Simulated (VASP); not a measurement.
Here is a VASP 6.6.1 calculation.

INCAR

```
SYSTEM = BP
PREC = Accurate
ENCUT = 500
EDIFF = 1E-6
ISMEAR = 0
SIGMA = 0.01
LREAL = .FALSE.
LASPH = .TRUE.
NELM = 120
ALGO = Normal
ISIF = 2
LWAVE = .FALSE.
LCHARG = .FALSE.
GGA = RE
NBANDS = 11
GGA_COMPAT = .FALSE.
```

File KPOINTS:

```
Automatic mesh
0
G
  10 10 10
  0 0 0
```

Contents of POSCAR:

```
BP
1.0
    0.0000000000      2.2289403366      2.2289403366
    2.2289403366      0.0000000000      2.2289403366
    2.2289403366      2.2289403366      0.0000000000
B P
1 1
Direct
    0.0000000000      0.0000000000      0.0000000000
    0.7500000000      0.7500000000      0.7500000000
```

Potentials or basis: VASP PAW PBE potentials, release 64 (B, P).

The run is started by

```sh
$ cat potpaw_PBE.64/B/POTCAR potpaw_PBE.64/P/POTCAR > POTCAR
$ mpirun -np 1 vasp_std > vasp.out
```

What does it give for the pressure?

12.8 GPa.

Estimate the band gap on the k mesh.

1.16 eV, indirect (least direct gap 3.48 eV).

Caveat: the PAW data sets were made with another functional, which shifts forces and pressure a little. A k mesh can miss the band edges.
